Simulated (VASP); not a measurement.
# SiMo3 (Pm-3n) in VASP: further runs, part 2 of 2

VASP 6.6.1. The steps go on from the part before.

### Step 3. Relaxation of cell and atoms, PBE

This run uses another cell than the first one, of 14.61 Å³/atom.

INCAR reads:

```
PREC     = Accurate       # precision mode
ENCUT    = 600            # plane-wave cutoff, eV
EDIFF    = 1E-7           # SCF threshold, eV
ISMEAR   = 0              # smearing method
SIGMA    = 0.1            # smearing width, eV
LREAL    = F              # projectors in reciprocal space
LASPH    = T              # aspherical terms in the spheres
NELM     = 60             # most SCF steps
ALGO     = Fast           # electronic algorithm
ISIF     = 3              # what is computed and relaxed
LWAVE    = F              # write WAVECAR
LCHARG   = F              # write CHGCAR
GGA      = PE             # functional
IBRION   = 2              # ionic algorithm
NSW      = 100            # ionic steps
EDIFFG   = -0.01          # ionic threshold
```

KPOINTS reads:

```
Automatic mesh
0
Gamma
  8 8 8
```

POSCAR reads:

```
SiMo3
1.0
    4.8890000000      0.0000000000      0.0000000000
    0.0000000000      4.8890000000      0.0000000000
    0.0000000000      0.0000000000      4.8890000000
Si Mo
2 6
Direct
    0.0000000000      0.0000000000      0.0000000000
    0.5000000000      0.5000000000      0.5000000000
    0.2500000000      0.0000000000      0.5000000000
    0.5000000000      0.7500000000      0.0000000000
    0.7500000000      0.0000000000      0.5000000000
    0.5000000000      0.2500000000      0.0000000000
    0.0000000000      0.5000000000      0.7500000000
    0.0000000000      0.5000000000      0.2500000000
```

Potentials or basis: VASP PAW PBE potentials, release 64 (Si, Mo_sv).

Run with:

```console
> cat potpaw_PBE.64/Si/POTCAR potpaw_PBE.64/Mo_sv/POTCAR > POTCAR
> mpirun -np 1 vasp_std > vasp.out
```

OUTCAR:

```text
PREC = Accurate
   ENCUT = 600
   EDIFF = 1E-7
   ISMEAR = 0
   LREAL = F
   LASPH = T
   NELM = 60
   ISIF = 3
   GGA = PE
   IBRION = 2
   NSW = 100
   EDIFFG = -0.01

 ion  position               nearest neighbor table
   1  0.000  0.000  0.000-   3 2.73   4 2.73   5 2.73   6 2.73   7 2.73   8 2.73   3 2.73   5 2.73
                             7 2.73   8 2.73   4 2.73   6 2.73
   2  0.500  0.500  0.500-   3 2.73   4 2.73   5 2.73   6 2.73   7 2.73   8 2.73   4 2.73   6 2.73
                             3 2.73   5 2.73   7 2.73   8 2.73
   3  0.250  0.000  0.500-   5 2.44   5 2.44   1 2.73   1 2.73   2 2.73   2 2.73   8 2.99   4 2.99
                             4 2.99   6 2.99   6 2.99   7 2.99   8 2.99   7 2.99
   4  0.500  0.750  0.000-   6 2.44   6 2.44   1 2.73   2 2.73   2 2.73   1 2.73   8 2.99   5 2.99
                             3 2.99   5 2.99   3 2.99   7 2.99   7 2.99   8 2.99
   5  0.750  0.000  0.500-   3 2.44   3 2.44   1 2.73   1 2.73   2 2.73   2 2.73   8 2.99   4 2.99
                             4 2.99   6 2.99   6 2.99   7 2.99   8 2.99   7 2.99
   6  0.500  0.250  0.000-   4 2.44   4 2.44   1 2.73   2 2.73   2 2.73   1 2.73   8 2.99   3 2.99
                             3 2.99   5 2.99   5 2.99   7 2.99   7 2.99   8 2.99
   7  0.000  0.500  0.750-   8 2.44   8 2.44   1 2.73   2 2.73   1 2.73   2 2.73   3 2.99   4 2.99
                             5 2.99   3 2.99   5 2.99   6 2.99   4 2.99   6 2.99
   8  0.000  0.500  0.250-   7 2.44   7 2.44   1 2.73   2 2.73   1 2.73   2 2.73   3 2.99   4 2.99
                             5 2.99   3 2.99   5 2.99   6 2.99   4 2.99   6 2.99

  LATTYP: Found a simple cubic cell.
[... 208 lines left out ...]
  in kB       31.3057385     31.3057385     31.3057385     -0.0000000      0.0000000     -0.0000000
  external PRESSURE =      31.3057385 kB  Pullay stress =       0.0000000 kB
[... 71 lines left out ...]
--------------------------------------- Ionic step        3  -------------------------------------------

 number of electron      91.9999981 magnetization

 Free energy of the ion-electron system (eV)
  ---------------------------------------------------
  ext. energy  EPLUGINS =         0.00000000
  ---------------------------------------------------
  free energy    TOTEN  =       -78.99639200 eV

  energy without entropy =      -78.97383747  energy(sigma->0) =      -78.98511473

 E-fermi :  12.5822     XC(G=0): -13.0466

 val. band max:       12.5793944292   @ k =   0.5000   0.2500   0.0000
 cond. band min:      12.5882403642   @ k =   0.3750   0.3750   0.0000
 fundamental gap:      0.0088459350
 Fermi energy:        12.5822491729

 k-point     1 :       0.0000    0.0000    0.0000
  band No.  band energies     occupation
      1     -48.7025      2.00000
      2     -48.5931      2.00000
      3     -48.5931      2.00000
      4     -48.2764      2.00000
      5     -48.2764      2.00000
      6     -48.2764      2.00000
[... 1381 lines left out ...]
     54      14.6670      0.00000
     55      14.7187      0.00000

 [... further k-points ...]

------------------------ aborting loop because EDIFF is reached ----------------------------------------

  FORCE on cell =-STRESS in cart. coord.  units (eV):
  Direction    XX          YY          ZZ          XY          YZ          ZX
  --------------------------------------------------------------------------------------
  -------------------------------------------------------------------------------------
  Total       -0.0212200     -0.0212200     -0.0212200      0.0000000      0.0000000      0.0000000
  in kB       -0.2873592     -0.2873592     -0.2873592      0.0000000      0.0000000      0.0000000
  external PRESSURE =      -0.2873592 kB  Pullay stress =       0.0000000 kB
[... 23 lines left out ...]
  FREE ENERGIE OF THE ION-ELECTRON SYSTEM (eV)
  ---------------------------------------------------
  free  energy   TOTEN  =       -78.9963919964 eV

  energy  without entropy=      -78.9738374713  energy(sigma->0) =      -78.98511473

 reached required accuracy - stopping structural energy minimisation
```

Wall time 26 min (1 thread of Intel Xeon 8259CL, shared host); peak memory 0.38 GiB.

Results:

```yaml
Free_energy: -78.9964 eV
Relaxed_volume: 14.79 Å³/atom
Relaxed_cell: a = 4.909 Å, b = 4.909 Å, c = 4.909 Å, α = 90.00°, β = 90.00°, γ = 90.00°
Space_group_after_relaxing_to_0.1_Å: Pm-3n (No. 223)
Energy_gained_by_relaxing: 1.7 meV/atom
Ionic_steps: 3
Pressure_after_relaxing: 0.0 GPa
Band_gap_on_the_k_mesh: zero (bands 46 and 47 overlap by 2.43 eV)
```

The path:
| step | energy change (eV) | largest force (eV/Å) | pressure (GPa) | volume (Å³) |
| --- | --- | --- | --- | --- |
| 1 | 0.0000 | 0.0000 | 3.13 | 116.86 |
| 2 | 0.0607 | 0.0000 | -6.75 | 121.75 |
| 3 | -0.0139 | 0.0000 | -0.03 | 118.31 |

Final structure:
```
CELL_PARAMETERS angstrom
4.90919 0.00000 0.00000
0.00000 4.90919 0.00000
0.00000 0.00000 4.90919
ATOMIC_POSITIONS crystal
Si 0.00000 0.00000 0.00000
Si 0.50000 0.50000 0.50000
Mo 0.25000 0.00000 0.50000
Mo 0.50000 0.75000 0.00000
Mo 0.75000 0.00000 0.50000
Mo 0.50000 0.25000 0.00000
Mo 0.00000 0.50000 0.75000
Mo 0.00000 0.50000 0.25000
```

Levels at points of the mesh, in eV from the Fermi level:
```
           k point  band 42  band 43  band 44  band 45  band 46  band 47  band 48  band 49  band 50  band 51
(0.00, 0.00, 0.00)    -2.14    -1.55    -1.55     1.22     1.22     1.22     1.97     2.32     2.33     2.60
(0.50, 0.00, 0.00)    -2.42    -1.70    -1.70     0.21     0.21     0.91     0.91     1.47     1.47     1.56
(0.50, 0.50, 0.00)    -1.22    -1.10    -0.88    -0.88    -0.79    -0.69    -0.49    -0.13     0.22     0.83
(0.50, 0.50, 0.50)    -1.73    -1.21    -1.21    -1.21    -1.21    -1.21    -1.21     1.23     1.23     1.23
```

PBE usually gives volumes a little too large and moduli too small. Zero-point motion and thermal expansion aren't in these numbers.
